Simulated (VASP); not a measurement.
Set up this calculation in VASP 6.6.1, as the native input.

| Property | Result |
| --- | --- |
| Task | single point |
| Functional | PBE |
| Potentials or basis | VASP PAW PBE potentials, release 64 (Ga_d, P) |
| Cutoff | 520 eV |
| k mesh | 18 × 18 × 18 |
| Occupations | gaussian, width 0.1 eV |
| Spin | no spin polarisation |
| Dipole correction | no |
| Further INCAR settings | ALGO = Normal; EDIFF = 1e-07; NBANDS = 16 |

The structure of GaP lies in POSCAR:

```
GaP
1.0
    0.0000000000      2.5790625137      2.5790625137
    2.5790625137      0.0000000000      2.5790625137
    2.5790625137      2.5790625137      0.0000000000
Ga P
1 1
Direct
    0.0000000000      0.0000000000      0.0000000000
    0.5000000000      0.5000000000      0.5000000000
```

The cell was built from a structure type or drawn by symmetry, and may not be a known phase.

These files were run (other wordings do the same):

INCAR

```
SYSTEM = GaP
ALGO = Normal
EDIFF = 1E-7
ENCUT = 520
GGA = PE
ISIF = 2
ISMEAR = 0
LASPH = .True.
LCHARG = .False.
LREAL = .False.
LWAVE = .False.
NBANDS = 16
NELM = 80
PREC = Accurate
SIGMA = 0.1
```

KPOINTS

```
k-points
0
Gamma
  18 18 18
  0 0 0
```

Potentials or basis: VASP PAW PBE potentials, release 64 (Ga_d, P).

Launch:

```sh
$ cat potpaw_PBE.64/Ga_d/POTCAR potpaw_PBE.64/P/POTCAR > POTCAR
$ mpirun -np 1 vasp_std > vasp.out
```

Results of the run:

```json
{"Pressure": "0.1 GPa", "Band gap on the k mesh": "zero (bands 9 and 10 overlap by 3.20 eV)"}
```

Run time: 42 s on 1 thread of Intel(R) Xeon(R) 6975P-C (Granite Rapids) (shared host), peak memory 0.23 GiB.
